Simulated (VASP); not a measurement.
## BeS: single point with r2SCAN

Crystal: BeS.

```
CELL_PARAMETERS angstrom
0.00000 2.43431 2.43431
2.37880 0.00000 2.43431
2.37880 2.43431 0.00000
ATOMIC_POSITIONS crystal
Be 0.00000 0.00000 0.00000
S 0.25000 0.25000 0.25000
```

This cell differs from its parent crystal: uniaxial x strain -2.3%.

```
Program             : VASP 6.6.1
Task                : single point
Functional          : r2SCAN
Potentials or basis : VASP PAW PBE potentials, release 64 (Be, S)
Cutoff              : 520 eV
k mesh              : 10 × 10 × 10
Occupations         : gaussian, width 0.01 eV
Spin                : no spin polarisation
```

```
Pressure               : 2.6 GPa
Band gap on the k mesh : 3.34 eV (least direct gap 6.16 eV)
```

Stress tensor (GPa, compression positive):
```
4.11 0.00 0.00
0.00 1.88 0.00
0.00 0.00 1.88
```

Levels at points of the mesh, in eV from the valence-band top:
```tsv
k point	band 1	band 2	band 3	band 4	band 5	band 6	band 7	band 8
(0.00, 0.00, 0.00)	-14.46	-0.12	-0.12	0.00	6.16	6.18	6.18	6.71
(0.50, 0.00, 0.00)	-12.75	-6.12	-1.27	-1.05	6.02	6.94	7.21	12.05
(0.50, 0.50, 0.00)	-12.20	-5.39	-2.79	-2.75	3.53	5.37	13.76	13.94
(0.00, 0.50, 0.50)	-12.09	-5.23	-2.97	-2.97	3.34	5.14	13.87	13.87
```

It took 110 s on 1 thread of Intel(R) Xeon(R) Platinum 8375C CPU @ 2.90GHz (Ice Lake), with other jobs on the host, peak memory 0.17 GiB.

Caveat: the cell differs from its parent crystal (uniaxial x strain -2.3%); the PAW data sets were made with another functional, which shifts forces and pressure a little. A k mesh can miss the band edges.
